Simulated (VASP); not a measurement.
Set up this calculation in VASP 6.6.1, as the native input.

- Task: relaxation of shape and atoms at fixed volume
- Functional: PBEsol
- Potentials or basis: VASP PAW PBE potentials, release 64 (Ca_sv)
- Cutoff: 600 eV
- k mesh: 11 × 11 × 6
- Occupations: fermi-dirac, width 0.08 eV
- Spin: no spin polarisation
- Dipole correction: no
- Further INCAR settings: ALGO = Normal; EDIFF = 1e-06; IBRION = 2; EDIFFG = -0.005; NSW = 50; ISIF = 4

The structure of Ca lies in POSCAR:

```
Ca
1.0
    3.0573930587      0.0000000000      0.0000000000
   -1.5286965294      2.6477800582      0.0000000000
    0.0000000000      0.0000000000      5.0392238048
Ca
2
Direct
    0.3333333333      0.6666666667      0.2500000000
    0.6666666667      0.3333333333      0.7500000000
```

This isn't the form of Ca at room conditions, which is fcc.

These files were run (other wordings do the same):

INCAR

```
SYSTEM = Ca
  PREC = Accurate
  ENCUT = 600
  EDIFF = 1E-6
  ISMEAR = -1
  SIGMA = 0.08
  LREAL = .False.
  LASPH = .True.
  NELM = 60
  ALGO = Normal
  ISIF = 4
  LWAVE = .False.
  LCHARG = .False.
  GGA = PS
  IBRION = 2
  NSW = 50
  EDIFFG = -0.005
```

KPOINTS

```
Automatic mesh
0
Gamma
  11 11 6
  0 0 0
```

Potentials or basis: VASP PAW PBE potentials, release 64 (Ca_sv).

Launch:

```bash
$ cat potpaw_PBE.64/Ca_sv/POTCAR > POTCAR
$ mpirun -np 1 vasp_std > vasp.out
```

Results of the run:

```json
{
  "Energy gained by relaxing": "0.6 meV/atom",
  "Ionic steps": "4",
  "Pressure after relaxing": "32.5 GPa",
  "Band gap on the k mesh": "zero (bands 10 and 11 overlap by 0.87 eV)"
}
```

Caveat: the PAW data sets were made with another functional, which shifts forces and pressure a little.

Wall time 40 s on 1 thread of AMD EPYC 9R45 96-Core Processor (Zen 5), with other jobs on the host, peak memory 0.15 GiB.
